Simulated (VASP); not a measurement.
# Ga (Im-3m) in VASP: a series of runs, part 2 of 2

VASP 6.6.1. Earlier steps stand in the parts before.

## Step 4: Single point, PBE (volume scaled by 0.88)

Input file INCAR:

```
SYSTEM = Ga
ALGO     = Normal         ! electronic algorithm
EDIFF    = 1E-6           ! SCF threshold, eV
ENCUT    = 520            ! plane-wave cutoff, eV
GGA      = PE             ! functional
ISIF     = 2              ! what is computed and relaxed
ISMEAR   = -1             ! smearing method
LASPH    = .True.         ! aspherical terms in the spheres
LCHARG   = .False.        ! write CHGCAR
LREAL    = .False.        ! projectors in reciprocal space
LWAVE    = .False.        ! write WAVECAR
NBANDS   = 12             ! bands
NELM     = 80             ! most SCF steps
PREC     = Accurate       ! precision mode
SIGMA    = 0.08           ! smearing width, eV
```

Input file KPOINTS:

```
k-points
0
Gamma
  16 16 16
  0 0 0
```

Input file POSCAR:

```
Ga
1.0
   -1.6174067754      1.6174067754      1.6174067754
    1.6174067754     -1.6174067754      1.6174067754
    1.6174067754      1.6174067754     -1.6174067754
Ga
1
Direct
    0.0000000000      0.0000000000      0.0000000000
```

Potentials or basis: VASP PAW PBE potentials, release 64 (Ga_d).

Launch:

```bash
> cat potpaw_PBE.64/Ga_d/POTCAR > POTCAR
> mpirun -np 1 vasp_std > vasp.out
```

OUTCAR:

```text
SYSTEM = Ga
   EDIFF = 1E-6
   ENCUT = 520
   GGA = PE
   ISIF = 2
   ISMEAR = -1
   LASPH = .True.
   LREAL = .False.
   NELM = 80
   PREC = Accurate

 ion  position               nearest neighbor table
   1  0.000  0.000  0.000-

  LATTYP: Found a body centered cubic cell.
 ALAT       =     3.2348135508

  Lattice vectors:

 A1 = (  -1.6174067754,   1.6174067754,   1.6174067754)
 A2 = (   1.6174067754,  -1.6174067754,   1.6174067754)
 A3 = (   1.6174067754,   1.6174067754,  -1.6174067754)

Analysis of symmetry for initial positions (statically):
=====================================================================
 Subroutine PRICEL returns:
 Original cell was already a primitive cell.

 Routine SETGRP: Setting up the symmetry group for a
 body centered cubic supercell.

 Subroutine GETGRP returns: Found 48 space group operations
 (whereof 48 operations were pure point group operations)
 out of a pool of 48 trial point group operations.

The static configuration has the point symmetry O_h .

Analysis of symmetry for dynamics (positions and initial velocities):
=====================================================================
 Subroutine PRICEL returns:
 Original cell was already a primitive cell.

 Routine SETGRP: Setting up the symmetry group for a
 body centered cubic supercell.

 Subroutine GETGRP returns: Found 48 space group operations
 (whereof 48 operations were pure point group operations)
 out of a pool of 48 trial point group operations.

The dynamic configuration has the point symmetry O_h .

 Subroutine INISYM returns: Found 48 space group operations
 (whereof 48 operations are pure point group operations),
 and found     1 'primitive' translations

----------------------------------------------------------------------------------------

                                     Primitive cell

  volume of cell :      16.9246

  direct lattice vectors                    reciprocal lattice vectors
    -1.617406775  1.617406775  1.617406775     0.000000000  0.309136828  0.309136828
     1.617406775 -1.617406775  1.617406775     0.309136828  0.000000000  0.309136828
     1.617406775  1.617406775 -1.617406775     0.309136828  0.309136828  0.000000000

  length of vectors
     2.801430711  2.801430711  2.801430711     0.437185495  0.437185495  0.437185495

  position of ions in fractional coordinates (direct lattice)
     0.000000000  0.000000000  0.000000000

  ion indices of the primitive-cell ions
   primitive index   ion index
                 1           1

----------------------------------------------------------------------------------------

 KPOINTS: k-points

Automatic generation of k-mesh.
 Grid dimensions read from file:
 generate k-points for:   16   16   16

 Generating k-lattice:

  Cartesian coordinates                     Fractional coordinates (reciprocal lattice)
     0.000000000  0.019321052  0.019321052     0.062500000  0.000000000  0.000000000
     0.019321052  0.000000000  0.019321052     0.000000000  0.062500000  0.000000000
     0.019321052  0.019321052  0.000000000     0.000000000  0.000000000  0.062500000

  Length of vectors
     0.027324093  0.027324093  0.027324093

  Shift w.r.t. Gamma in fractional coordinates (k-lattice)
     0.000000000  0.000000000  0.000000000

 Subroutine IBZKPT returns following result:
 ===========================================

 Found    145 irreducible k-points:

 Following reciprocal coordinates:
            Coordinates               Weight
  0.000000  0.000000  0.000000      1.000000
  0.062500  0.000000  0.000000     12.000000
  0.125000  0.000000  0.000000     12.000000
  0.187500  0.000000  0.000000     12.000000
  0.250000  0.000000  0.000000     12.000000
  0.312500  0.000000  0.000000     12.000000
[... 16 lines left out ...]
  0.187500  0.187500  0.000000     24.000000
  0.250000  0.187500  0.000000     48.000000
 [... further k-points ...]
   k-points           NKPTS =    145   k-points in BZ     NKDIM =    145   number of bands    NBANDS=     12
   number of dos      NEDOS =    301   number of ions     NIONS =      1
   total plane-waves  NPLWV =  13824
   dimension x,y,z NGX =    24 NGY =   24 NGZ =   24
   dimension x,y,z NGXF=    48 NGYF=   48 NGZF=   48
   ions per type =               1
   NGX,Y,Z   is equivalent  to a cutoff of  14.24, 14.24, 14.24 a.u.
   NGXF,Y,Z  is equivalent  to a cutoff of  28.48, 28.48, 28.48 a.u.
 SYSTEM =  Ga
   PREC   = accura    normal or accurate (medium, high low for compatibility)
   ISTART =      0    job   : 0-new  1-cont  2-samecut
   ICHARG =      2    charge: 1-file 2-atom 10-const
   ISPIN  =      1    spin polarized calculation?
   LNONCOLLINEAR =      F non collinear calculations
   LSORBIT =      F    spin-orbit coupling
   LASPH  =      T    aspherical Exc in radial PAW
   ENCUT  =  520.0 eV  38.22 Ry    6.18 a.u.   5.21  5.21  5.21*2*pi/ulx,y,z
   NELM   =     80;   NELMIN=  2; NELMDL= -5     # of ELM steps
   EDIFF  = 0.1E-05   stopping-criterion for ELM
   LREAL  =      F    real-space projection
   EDIFFG = 0.1E-04   stopping-criterion for IOM
   NSW    =      0    number of steps for IOM
   IBRION =     -1    ionic relax: 0-MD 1-quasi-New 2-CG
   NFREE  =      0    steps in history (QN), initial steepest desc. (CG)
   ISIF   =      2    stress and relaxation
   ISYM   =      2    0-nonsym 1-usesym 2-fastsym
   POTIM  = 0.5000    time-step for ionic-motion
   TEBEG  =    0.0;   TEEND  =   0.0 temperature during run
   PSTRESS=    0.0 pullay stress
   NELECT =      13.0000    total number of electrons
   NUPDOWN=      -1.0000    fix difference up-down
   EMIN   =  10.00;   EMAX   =-10.00  energy-range for DOS
   EFERMI =   0.00;   METHOD = LEGACY
   ISMEAR =    -1;   SIGMA  =   0.08  broadening in eV -4-tet -1-fermi 0-gaus
   EFERMI_NEDOS =   21; number of points for ismear=-14 and -15
   IALGO  =     38    algorithm
   IMIX   =      4    mixing-type and parameters
     AMIX     =   0.40;   BMIX     =  1.00
     AMIX_MAG =   1.60;   BMIX_MAG =  1.00
  volume/ion in A,a.u.               =      16.92       114.21
  Fermi-wavevector in a.u.,A,eV,Ry     =   1.499282  2.833232 30.583813  2.247847
  Thomas-Fermi vector in A             =   2.610932
   LORBIT       =      0    0 simple, 1 ext, 2 COOP (PROOUT), +10 PAW based schemes
   GGA     = PE    functional components
[... 5 lines left out ...]
 non-spin polarized calculation
  energy-cutoff  :      520.00
  volume of cell :       16.92
 maximum number of plane-waves:       469
 NGX is ok and might be reduce to    24
   NGX = 11   NGY = 11   NGZ = 11

 number of electron      12.9999994 magnetization

 Free energy of the ion-electron system (eV)
  ---------------------------------------------------
  ext. energy  EPLUGINS =         0.00000000
  ---------------------------------------------------
  free energy    TOTEN  =        -2.81854037 eV

  energy without entropy =       -2.80786286  energy(sigma->0) =       -2.81320162

 E-fermi :   6.6383     XC(G=0): -11.5737

 val. band max:        6.6155152351   @ k =   0.3125   0.0625   0.0625
 cond. band min:       6.6723047973   @ k =  -0.3750   0.4375   0.1875
 fundamental gap:      0.0567895622
 Fermi energy:         6.6383125368

 k-point     1 :       0.0000    0.0000    0.0000
  band No.  band energies     occupation
      1      -8.4291      2.00000
      2      -8.4291      2.00000
      3      -8.4291      2.00000
      4      -8.1874      2.00000
      5      -8.1874      2.00000
      6      -5.2873      2.00000
      7      20.5881      0.00000
      8      20.5881      0.00000
      9      20.5881      0.00000
     10      24.9525      0.00000
     11      24.9536      0.00000
     12      24.9905      0.00000

 k-point     2 :       0.0625    0.0000    0.0000
  band No.  band energies     occupation
      1      -8.4334      2.00000
      2      -8.4263      2.00000
      3      -8.4148      2.00000
      4      -8.1918      2.00000
      5      -8.1874      2.00000
      6      -5.1722      2.00000
      7      19.4181      0.00000
      8      19.9499      0.00000
      9      20.3526      0.00000
     10      23.3001      0.00000
     11      23.4820      0.00000
     12      24.5521      0.00000
[... 316 lines left out ...]
 k-point    24 :       0.2500    0.1875    0.0000
  band No.  band energies     occupation
      1      -8.5036      2.00000
      2      -8.4251      2.00000
      3      -8.2257      2.00000
      4      -8.2195      2.00000
      5      -8.1398      2.00000
      6      -0.9366      2.00000
      7       8.2170      0.00000
      8      10.2599      0.00000
      9      15.3401      0.00000
     10      21.7562      0.00000
     11      23.2563      0.00000
     12      26.9297      0.00000

 [... further k-points ...]
[... 5 lines left out ...]
  --------------------------------------------------------------------------------------
  -------------------------------------------------------------------------------------
  Total        0.8852218      0.8852218      0.8852218     -0.0000000      0.0000000      0.0000000
  in kB       83.8001771     83.8001771     83.8001771     -0.0000000      0.0000000      0.0000000
  external PRESSURE =      83.8001771 kB  Pullay stress =       0.0000000 kB

 VOLUME and BASIS-vectors are now :
 -----------------------------------------------------------------------------
  energy-cutoff  :      520.00
  volume of cell :       16.92
      direct lattice vectors                 reciprocal lattice vectors
    -1.617406775  1.617406775  1.617406775     0.000000000  0.309136828  0.309136828
     1.617406775 -1.617406775  1.617406775     0.309136828  0.000000000  0.309136828
     1.617406775  1.617406775 -1.617406775     0.309136828  0.309136828  0.000000000

 POSITION                                       TOTAL-FORCE (eV/Angst)
 -----------------------------------------------------------------------------------
      0.00000      0.00000      0.00000        -0.000000      0.000000      0.000000
 -----------------------------------------------------------------------------------
    total drift:                               -0.000000      0.000000      0.000000

  FREE ENERGIE OF THE ION-ELECTRON SYSTEM (eV)
  ---------------------------------------------------
  free  energy   TOTEN  =        -2.8185403748 eV

  energy  without entropy=       -2.8078628623  energy(sigma->0) =       -2.81320162
```

Wall time 38 s (1 thread of Intel Xeon 8259CL, shared host); peak memory 0.15 GiB.

What came out:

* Free energy: -2.8185 eV
* Pressure: 8.4 GPa

## Step 5: Overview

```csv
cell,gap on the mesh (eV),pressure (GPa)
"a = 2.571 Å, angles 109.5°, 1 atom",none,47.2
"a = 2.691 Å, angles 109.5°, 1 atom",none,21.8
"a = 2.801 Å, angles 109.5°, 1 atom",none,8.4
```

Alike in all rows: task single point; level PBE; potentials or basis VASP PAW PBE potentials, release 64 (Ga_d); no spin polarisation; k mesh 16 × 16 × 16; cutoff (eV) 520; smearing fermi-dirac 0.08 eV.

Absolute energies hang on the potentials; compare differences alone.
